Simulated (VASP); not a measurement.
Write the native input for VASP 6.6.1 that does the following.

| Item | Value |
| --- | --- |
| Task | density of states |
| Functional | PBEsol |
| Potentials or basis | VASP PAW PBE potentials, release 64 (Mn_pv, S) |
| Cutoff | 520 eV |
| k mesh | 9 × 9 × 9 |
| Occupations | fermi-dirac, width 0.05 eV |
| Spin | collinear spin, ferromagnetic start |
| Starting moments | [4.0, 0.0] μB |
| Hubbard terms | Mn d U = 4.0 eV |
| Dipole correction | no |
| k mesh for the DOS | 14 × 14 × 14 |
| Occupations for the DOS | tetrahedron |
| Further INCAR settings | ALGO = Normal; EDIFF = 1e-06; NBANDS = 20 |

The system is MnS.

```xyz
2
Lattice="0.0000 2.6045 2.6045 2.6045 0.0000 2.6045 2.6045 2.6045 0.0000" Properties=species:S:1:pos:R:3 pbc="T T T"
Mn    0.0000    0.0000    0.0000
S     2.6045    2.6045    2.6045
```

The input as run:

POSCAR

```
MnS
1.0
    0.0000000000      2.6045000000      2.6045000000
    2.6045000000      0.0000000000      2.6045000000
    2.6045000000      2.6045000000      0.0000000000
Mn S
1 1
Direct
    0.0000000000      0.0000000000      0.0000000000
    0.5000000000      0.5000000000      0.5000000000
```

INCAR.step1

```
SYSTEM = MnS
  ALGO = Normal
  EDIFF = 1E-6
  ENCUT = 520
  GGA = PS
  ISIF = 2
  ISMEAR = -1
  ISPIN = 2
  LASPH = .TRUE.
  LCHARG = .TRUE.
  LDAU = .TRUE.
  LDAUJ = 0 0
  LDAUL = 2 -1
  LDAUPRINT = 1
  LDAUTYPE = 2
  LDAUU = 4 0
  LMAXMIX = 4
  LREAL = .FALSE.
  LWAVE = .FALSE.
  MAGMOM = 4 0
  NBANDS = 20
  NELM = 150
  PREC = Accurate
  SIGMA = 0.05
```

KPOINTS.step1

```
k-points
0
G
  9 9 9
  0 0 0
```

INCAR.step2

```
SYSTEM = MnS
  ALGO = Normal
  EDIFF = 1E-6
  ENCUT = 520
  GGA = PS
  ICHARG = 11
  ISIF = 2
  ISMEAR = -5
  ISPIN = 2
  LASPH = .TRUE.
  LCHARG = .FALSE.
  LDAU = .TRUE.
  LDAUJ = 0 0
  LDAUL = 2 -1
  LDAUPRINT = 1
  LDAUTYPE = 2
  LDAUU = 4 0
  LMAXMIX = 4
  LORBIT = 10
  LREAL = .FALSE.
  LWAVE = .FALSE.
  MAGMOM = 4 0
  NBANDS = 20
  NEDOS = 1001
  NELM = 150
  PREC = Accurate
  SIGMA = 0.05
```

KPOINTS.step2

```
k-points
0
G
  14 14 14
  0 0 0
```

Potentials or basis: VASP PAW PBE potentials, release 64 (Mn_pv, S).

The run is started by

```sh
$ cat potpaw_PBE.64/Mn_pv/POTCAR potpaw_PBE.64/S/POTCAR > POTCAR
$ cp INCAR.step1 INCAR
$ cp KPOINTS.step1 KPOINTS
$ mpirun -np 1 vasp_std > vasp.out
$ cp INCAR.step2 INCAR
$ cp KPOINTS.step2 KPOINTS
$ mpirun -np 1 vasp_std > vasp.out
```

It gave:

* Net moment: 5.00 μB per cell
* Site moments: Mn +4.58; S +0.08 μB
* Valence electrons inside the program's atomic spheres: Mn 11.29; S 3.75

Caveat: a cell with one magnetic atom can't hold antiferromagnetic order, which such compounds often take.

Run time: 110 s on 1 thread of Intel(R) Xeon(R) Platinum 8259CL CPU @ 2.50GHz (Skylake/Cascade Lake) (shared host), peak memory 0.24 GiB.
